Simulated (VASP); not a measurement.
# C (C2/m) in VASP: further runs

The runs below take C through single point, with PBE.

Everything below comes from runs of VASP 6.6.1. Logs are shortened: lines on timing, memory, paths and dates and some standing lists are left out, and cuts for length are marked.

## Step 1: The cell of the first run

The structure is monoclinic, space group C2/m (No. 12). The conventional cell has a = 3.638 Å, b = 2.100 Å, c = 3.403 Å, α = 90.00°, β = 90.00°, γ = 90.00°. Within 2.3 Å of C (site symmetry m) lie 10 C at 1.71 to 2.24 Å.

## Step 2: Single point, PBE (shortest bond scaled by 0.82)

The input, INCAR:

```
SYSTEM = C
ALGO     = Normal         ! electronic algorithm
EDIFF    = 1E-6           ! SCF threshold, eV
ENCUT    = 520            ! plane-wave cutoff, eV
GGA      = PE             ! functional
ISIF     = 2              ! what is computed and relaxed
ISMEAR   = -1             ! smearing method
LASPH    = .True.         ! aspherical terms in the spheres
LCHARG   = .False.        ! write CHGCAR
LREAL    = .False.        ! projectors in reciprocal space
LWAVE    = .False.        ! write WAVECAR
NBANDS   = 11             ! bands
NELM     = 100            ! most SCF steps
PREC     = Accurate       ! precision mode
SIGMA    = 0.05           ! smearing width, eV
```

The input, KPOINTS:

```
k-points
0
Gamma
  16 16 9
  0 0 0
```

The input, POSCAR:

```
C
1.0
    2.1003865828      0.0000000000      0.0000000000
   -1.0501932914      1.8189881384      0.0000000000
    0.0000000000      0.0000000000      3.4026262641
C
2
Direct
    0.2733333333      0.6366666667      0.2050000000
    0.7266666667      0.3633333333      0.7950000000
```

Potentials or basis: VASP PAW PBE potentials, release 64 (C).

The run is started by

```sh
$ cat potpaw_PBE.64/C/POTCAR > POTCAR
$ mpirun -np 1 vasp_std > vasp.out
```

OUTCAR:

```text
SYSTEM = C
   EDIFF = 1E-6
   ENCUT = 520
   GGA = PE
   ISIF = 2
   ISMEAR = -1
   LASPH = .True.
   LREAL = .False.
   NELM = 100
   PREC = Accurate

 ion  position               nearest neighbor table
   1  0.273  0.637  0.205-   2 1.71   2 1.93   2 1.93
   2  0.727  0.363  0.795-   1 1.71   1 1.93   1 1.93

  LATTYP: Found a hexagonal cell.
 ALAT       =     2.1003865828
 C/A-ratio  =     1.6200000000

  Lattice vectors:

 A1 = (   2.1003865828,   0.0000000000,   0.0000000000)
 A2 = (  -1.0501932914,   1.8189881384,   0.0000000000)
 A3 = (   0.0000000000,   0.0000000000,   3.4026262641)

Analysis of symmetry for initial positions (statically):
=====================================================================
 Subroutine PRICEL returns:
 Original cell was already a primitive cell.

 Routine SETGRP: Setting up the symmetry group for a
 hexagonal supercell.

 Subroutine GETGRP returns: Found  4 space group operations
 (whereof  4 operations were pure point group operations)
 out of a pool of 24 trial point group operations.

The static configuration has the point symmetry C_2h.

Analysis of symmetry for dynamics (positions and initial velocities):
=====================================================================
 Subroutine PRICEL returns:
 Original cell was already a primitive cell.

 Routine SETGRP: Setting up the symmetry group for a
 hexagonal supercell.

 Subroutine GETGRP returns: Found  4 space group operations
 (whereof  4 operations were pure point group operations)
 out of a pool of 24 trial point group operations.

The dynamic configuration has the point symmetry C_2h.

 Subroutine INISYM returns: Found  4 space group operations
 (whereof  4 operations are pure point group operations),
 and found     1 'primitive' translations

----------------------------------------------------------------------------------------

                                     Primitive cell

  volume of cell :      13.0000

  direct lattice vectors                    reciprocal lattice vectors
     2.100386583  0.000000000  0.000000000     0.476102832  0.274878098  0.000000000
    -1.050193291  1.818988138  0.000000000     0.000000000  0.549756196  0.000000000
     0.000000000  0.000000000  3.402626264     0.000000000  0.000000000  0.293890637

  length of vectors
     2.100386583  2.100386583  3.402626264     0.549756196  0.549756196  0.293890637

  position of ions in fractional coordinates (direct lattice)
[... 79 lines left out ...]
   EDIFF  = 0.1E-05   stopping-criterion for ELM
   LREAL  =      F    real-space projection
   EDIFFG = 0.1E-04   stopping-criterion for IOM
   NSW    =      0    number of steps for IOM
   IBRION =     -1    ionic relax: 0-MD 1-quasi-New 2-CG
   NFREE  =      0    steps in history (QN), initial steepest desc. (CG)
   ISIF   =      2    stress and relaxation
   ISYM   =      2    0-nonsym 1-usesym 2-fastsym
   POTIM  = 0.5000    time-step for ionic-motion
   TEBEG  =    0.0;   TEEND  =   0.0 temperature during run
   PSTRESS=    0.0 pullay stress
   NELECT =       8.0000    total number of electrons
   NUPDOWN=      -1.0000    fix difference up-down
   EMIN   =  10.00;   EMAX   =-10.00  energy-range for DOS
   EFERMI =   0.00;   METHOD = LEGACY
   ISMEAR =    -1;   SIGMA  =   0.05  broadening in eV -4-tet -1-fermi 0-gaus
   EFERMI_NEDOS =   21; number of points for ismear=-14 and -15
   IALGO  =     38    algorithm
   IMIX   =      4    mixing-type and parameters
     AMIX     =   0.40;   BMIX     =  1.00
     AMIX_MAG =   1.60;   BMIX_MAG =  1.00
  volume/ion in A,a.u.               =       6.50        43.86
  Fermi-wavevector in a.u.,A,eV,Ry     =   1.392485  2.631414 26.381875  1.939013
  Thomas-Fermi vector in A             =   2.516223
   LORBIT       =      0    0 simple, 1 ext, 2 COOP (PROOUT), +10 PAW based schemes
   GGA     = PE    functional components
   LHFCALC =     F    Hartree Fock is set to
   AEXX    =    0.0000 exact exchange contribution
   IVDW    =     0    specifies the selected vdW correction
   LEPSILON=     F    determine dielectric tensor
   LRPA    =     F    only Hartree local field effects (RPA)
 non-spin polarized calculation
  energy-cutoff  :      520.00
  volume of cell :       13.00
 maximum number of plane-waves:       360
   NGX =  7   NGY =  7   NGZ = 13

 number of electron       8.0000000 magnetization

 Free energy of the ion-electron system (eV)
  ---------------------------------------------------
  ext. energy  EPLUGINS =         0.00000000
  ---------------------------------------------------
  free energy    TOTEN  =        -9.88942036 eV

  energy without entropy =       -9.88294514  energy(sigma->0) =       -9.88618275

 E-fermi :   8.7955     XC(G=0): -13.1440

 val. band max:        8.7862568462   @ k =  -0.1250   0.3750   0.3333
 cond. band min:       8.7968821470   @ k =   0.4375  -0.2500   0.3333
 fundamental gap:      0.0106253008
 Fermi energy:         8.7955020836

 k-point     1 :       0.0000    0.0000    0.0000
  band No.  band energies     occupation
      1     -12.0836      2.00000
      2      -0.3717      2.00000
      3      -0.0058      2.00000
      4      14.7486      0.00000
      5      16.2573      0.00000
      6      17.0213      0.00000
      7      18.3136      0.00000
      8      20.4312      0.00000
      9      34.4708      0.00000
     10      34.9623      0.00000
     11      38.3324      0.00000
[... 309 lines left out ...]
 k-point    24 :      -0.0625    0.2500    0.0000
  band No.  band energies     occupation
      1     -10.1746      2.00000
      2       1.2308      2.00000
      3       1.8554      2.00000
      4       9.3280      0.00005
      5      12.1659      0.00000
      6      15.3505      0.00000
      7      16.8780      0.00000
      8      19.5260      0.00000
      9      30.1627      0.00000
     10      31.9286      0.00000
     11      35.8815      0.00000

 [... further k-points ...]
[... 5 lines left out ...]
  --------------------------------------------------------------------------------------
  -------------------------------------------------------------------------------------
  Total        2.2284835      2.1654486     -0.1727926      0.0545898     -0.3133926     -0.5428119
  in kB      274.6481379    266.8794371    -21.2957218      6.7278922    -38.6238914    -66.8985343
  external PRESSURE =     173.4106178 kB  Pullay stress =       0.0000000 kB

 VOLUME and BASIS-vectors are now :
 -----------------------------------------------------------------------------
  energy-cutoff  :      520.00
  volume of cell :       13.00
      direct lattice vectors                 reciprocal lattice vectors
     2.100386583  0.000000000  0.000000000     0.476102832  0.274878098  0.000000000
    -1.050193291  1.818988138  0.000000000     0.000000000  0.549756196  0.000000000
     0.000000000  0.000000000  3.402626264     0.000000000  0.000000000  0.293890637

 POSITION                                       TOTAL-FORCE (eV/Angst)
 -----------------------------------------------------------------------------------
     -0.09452      1.15809      0.69754        -1.465408     -0.846054     -1.517670
      1.14471      0.66090      2.70509         1.465408      0.846054      1.517670
 -----------------------------------------------------------------------------------
    total drift:                               -0.000000      0.000000      0.000000

  FREE ENERGIE OF THE ION-ELECTRON SYSTEM (eV)
  ---------------------------------------------------
  free  energy   TOTEN  =        -9.8894203627 eV

  energy  without entropy=       -9.8829451443  energy(sigma->0) =       -9.88618275
```

OSZICAR:

```text
N       E                     dE             d eps       ncg     rms          rms(c)
DAV:   1     0.660765652632E+01    0.66077E+01   -0.44478E+03 13866   0.681E+02
DAV:   2    -0.953453138188E+01   -0.16142E+02   -0.15355E+02 18889   0.109E+02
DAV:   3    -0.989754265816E+01   -0.36301E+00   -0.35930E+00 16475   0.127E+01
DAV:   4    -0.989835439192E+01   -0.81173E-03   -0.81166E-03 15080   0.690E-01
DAV:   5    -0.989835534759E+01   -0.95567E-06   -0.95666E-06 16412   0.233E-02    0.221E+00
DAV:   6    -0.989037745950E+01    0.79779E-02   -0.14829E-02 15650   0.621E-01    0.128E+00
DAV:   7    -0.988931471946E+01    0.10627E-02   -0.77926E-03 16157   0.557E-01    0.225E-01
DAV:   8    -0.988941109808E+01   -0.96379E-04   -0.66706E-04 14906   0.177E-01    0.326E-02
DAV:   9    -0.988941999760E+01   -0.88995E-05   -0.31582E-05 16067   0.452E-02    0.701E-03
DAV:  10    -0.988942036266E+01   -0.36505E-06   -0.96566E-07  9983   0.805E-03
   1 F= -.98894204E+01 E0= -.98861828E+01  d E =-.647522E-02
```

It took 29 s on 1 thread of AMD EPYC 9R45 (Zen 5), shared host; peak memory 0.14 GiB.

Results:

```yaml
Free_energy: -9.8894 eV
Pressure: 17.3 GPa
Largest_force: 2.273 eV/Å
Band_gap_on_the_k_mesh: zero (band 4 reaches 15.09 eV, above the bottom of band 5 at 4.70 eV)
```

Forces in eV/Å, atoms in the order of the input:
```
C   -1.465 -0.846 -1.518
C    1.465  0.846  1.518
```

Caveat: the cell differs from its parent crystal (shortest bond scaled by 0.82); forces of over 1 eV/Å act on the atoms, so gaps and moduli don't describe the material at rest.

## Step 3: Single point, PBE (shortest bond scaled by 0.64)

The input, INCAR:

```
ALGO = Normal
EDIFF = 1E-7
ENCUT = 520
GGA = PE
ISIF = 2
ISMEAR = -1
LASPH = True
LCHARG = True
LELF = True
LREAL = False
LVHAR = True
LWAVE = False
NBANDS = 11
NELM = 100
PREC = Accurate
SIGMA = 0.05
```

The input, KPOINTS:

```
k-points
0
Gamma
  16 16 9
```

The input, POSCAR:

```
C
1.0
    2.1003865828      0.0000000000      0.0000000000
   -1.0501932914      1.8189881384      0.0000000000
    0.0000000000      0.0000000000      3.4026262641
C
2
Direct
    0.2133333333      0.6066666667      0.1600000000
    0.7866666667      0.3933333333      0.8400000000
```

Potentials or basis: VASP PAW PBE potentials, release 64 (C).

The run is started by

```sh
$ cat potpaw_PBE.64/C/POTCAR > POTCAR
$ mpirun -np 1 vasp_std > vasp.out
```

It took 40 s on 1 thread of AMD EPYC 9R45 (Zen 5), shared host; peak memory 0.14 GiB.

It converged, with:

```
Free energy            : -10.2889 eV
Pressure               : 66.3 GPa
Largest force          : 2.923 eV/Å
Band gap on the k mesh : zero (band 4 reaches 13.34 eV, above the bottom of band 5 at 6.23 eV)
```

Forces on the atoms (eV/Å):
```
C    1.140  0.658  2.610
C   -1.140 -0.658 -2.610
```

Stress tensor (GPa, compression positive):
```
85.58  9.85 29.84
 9.85 74.21 17.23
29.84 17.23 39.22
```

Levels at points of the mesh, in eV from the Fermi level:
| k point | band 1 | band 2 | band 3 | band 4 | band 5 | band 6 | band 7 | band 8 | band 9 |
| --- | --- | --- | --- | --- | --- | --- | --- | --- | --- |
| (0.00, 0.00, 0.00) | -22.29 | -8.50 | -7.19 | 4.46 | 6.39 | 8.80 | 8.81 | 20.24 | 21.41 |
| (0.50, 0.00, 0.00) | -14.45 | -12.54 | -1.85 | -1.27 | 0.32 | 3.19 | 7.37 | 9.94 | 15.23 |
| (0.00, 0.50, 0.00) | -14.56 | -12.08 | -2.00 | -0.97 | 0.61 | 2.76 | 4.31 | 10.55 | 20.64 |

Caveat: the cell differs from its parent crystal (shortest bond scaled by 0.64); forces of over 1 eV/Å act on the atoms, so gaps and moduli don't describe the material at rest.

## Step 4: Single point, PBE (shortest bond scaled by 0.58)

The input, INCAR:

```
PREC = Accurate
ENCUT = 520
EDIFF = 1E-7
ISMEAR = -1
SIGMA = 0.05
LREAL = False
LASPH = True
NELM = 80
ALGO = Normal
ISIF = 2
LWAVE = False
LCHARG = True
GGA = PE
LELF = True
LVHAR = True
NBANDS = 11
```

The input, KPOINTS:

```
regular mesh
0
Gamma
  16 16 9
```

The input, POSCAR:

```
C
1.0
    2.1003865828      0.0000000000      0.0000000000
   -1.0501932914      1.8189881384      0.0000000000
    0.0000000000      0.0000000000      3.4026262641
C
2
Direct
    0.1933333333      0.5966666667      0.1450000000
    0.8066666667      0.4033333333      0.8550000000
```

The run is started by

```sh
$ cat potpaw_PBE.64/C/POTCAR > POTCAR
$ mpirun -np 1 vasp_std > vasp.out
```

It took 36 s on 1 thread of AMD EPYC 9R45 (Zen 5), shared host; peak memory 0.14 GiB.

It converged, with:

```
Free energy            : -9.4778 eV
Pressure               : 113.3 GPa
Largest force          : 11.018 eV/Å
Band gap on the k mesh : zero (band 4 reaches 13.13 eV, above the bottom of band 5 at 5.90 eV)
```

Forces in eV/Å, atoms in the order of the input:
```
C    5.762  3.327  8.782
C   -5.762 -3.327 -8.782
```

Stress tensor (GPa, compression positive):
```
125.04  13.61  81.58
 13.61 109.33  47.10
 81.58  47.10 105.41
```

Levels at points of the mesh, in eV from the Fermi level:
| k point | band 2 | band 3 | band 4 | band 5 | band 6 | band 7 |
| --- | --- | --- | --- | --- | --- | --- |
| (0.00, 0.00, 0.00) | -8.33 | -6.82 | 4.15 | 5.31 | 7.98 | 9.74 |
| (0.50, 0.00, 0.00) | -12.85 | -1.79 | -1.17 | -0.43 | 4.21 | 9.50 |
| (0.00, 0.50, 0.00) | -12.49 | -2.02 | -1.09 | 1.40 | 3.44 | 3.68 |

Caveat: the cell differs from its parent crystal (shortest bond scaled by 0.58); forces of over 1 eV/Å act on the atoms, so gaps and moduli don't describe the material at rest.
